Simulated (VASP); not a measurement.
## Rh: electric field gradients with PBE

The system is Rh.

```
Rh
1.0
     0.00000    1.92657    1.92657
     1.92657    0.00000    1.92657
     1.92657    1.92657    0.00000
Rh
1
Direct
  0.00000 0.00000 0.00000
```

This cell differs from its parent crystal: volume scaled by 1.04.

| Property | Result |
| --- | --- |
| Program | VASP 6.6.1 |
| Task | electric field gradients |
| Functional | PBE |
| Potentials or basis | VASP PAW PBE potentials, release 64 (Rh_pv) |
| Cutoff | 520 eV |
| k mesh | 16 × 16 × 16 |
| Occupations | fermi-dirac, width 0.08 eV |
| Spin | no spin polarisation |
| Dipole correction | no |
| Further INCAR settings | ALGO = Normal; EDIFF = 1e-08; NBANDS = 14 |

| Item | Value |
| --- | --- |
| Pressure | -4.1 GPa |

Levels at points of the mesh, in eV from the Fermi level:
| k point | band 3 | band 4 | band 5 | band 6 | band 7 | band 8 | band 9 | band 10 | band 11 | band 12 |
| --- | --- | --- | --- | --- | --- | --- | --- | --- | --- | --- |
| (0.00, 0.00, 0.00) | -46.30 | -7.66 | -2.88 | -2.88 | -2.88 | -0.93 | -0.93 | 16.02 | 20.66 | 21.26 |
| (0.50, 0.00, 0.00) | -46.39 | -5.79 | -2.95 | -2.95 | 0.54 | 0.54 | 0.79 | 8.25 | 15.51 | 20.66 |
| (0.50, 0.50, 0.00) | -46.54 | -5.94 | -5.59 | 0.51 | 0.93 | 0.93 | 3.23 | 11.79 | 13.10 | 13.10 |

It took 9.9 s on 1 thread of Intel(R) Xeon(R) 6975P-C (Granite Rapids), with other jobs on the host, peak memory 0.14 GiB.

Caveat: without QUAD_EFG the Cq values of the log hold for a quadrupole moment of 1 mb, not for the nuclei.
